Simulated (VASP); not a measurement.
The system is Tl.

```
Tl
1.0
     3.45600    0.00000    0.00000
    -1.72800    2.99298    0.00000
     0.00000    0.00000    5.52500
Tl
2
Cartesian
  0.0000 1.9953 1.3813
  1.7280 0.9977 4.1438
```

- Program: VASP 6.6.1
- Task: relaxation of cell and atoms
- Functional: r2SCAN
- Potentials or basis: VASP PAW PBE potentials, release 64 (Tl_d)
- Cutoff: 600 eV
- k mesh: 12 × 12 × 6
- Occupations: fermi-dirac, width 0.1 eV
- Spin: no spin polarisation

At the start: pressure 2.0 GPa; volume 28.57 Å³/atom.

Question: Where does the relaxation end?

Answer: Over 6 steps the energy falls by 10.3 meV/atom and the volume is 30.19 Å³/atom (+5.7 %); space group P6_3/mmc (No. 194, to 0.1 Å) before and after.

The path:
```tsv
step	energy change (eV)	largest force (eV/Å)	pressure (GPa)	volume (Å³)
1	0.0000	0.0000	2.01	57.15
2	-0.0194	0.0000	0.08	60.17
3	-0.0195	0.0000	-0.04	60.39
4	-0.0201	0.0000	-0.03	60.39
5	-0.0206	0.0000	0.01	60.39
6	-0.0206	0.0000	0.01	60.39
```

Final structure:
```
Tl
1.0
     3.54451    0.00000    0.00000
    -1.77226    3.06964    0.00000
     0.00000    0.00000    5.55026
Tl
2
Direct
  0.33333 0.66667 0.25000
  0.66667 0.33333 0.75000
```

Caveat: the PAW data sets were made with another functional, which shifts forces and pressure a little.
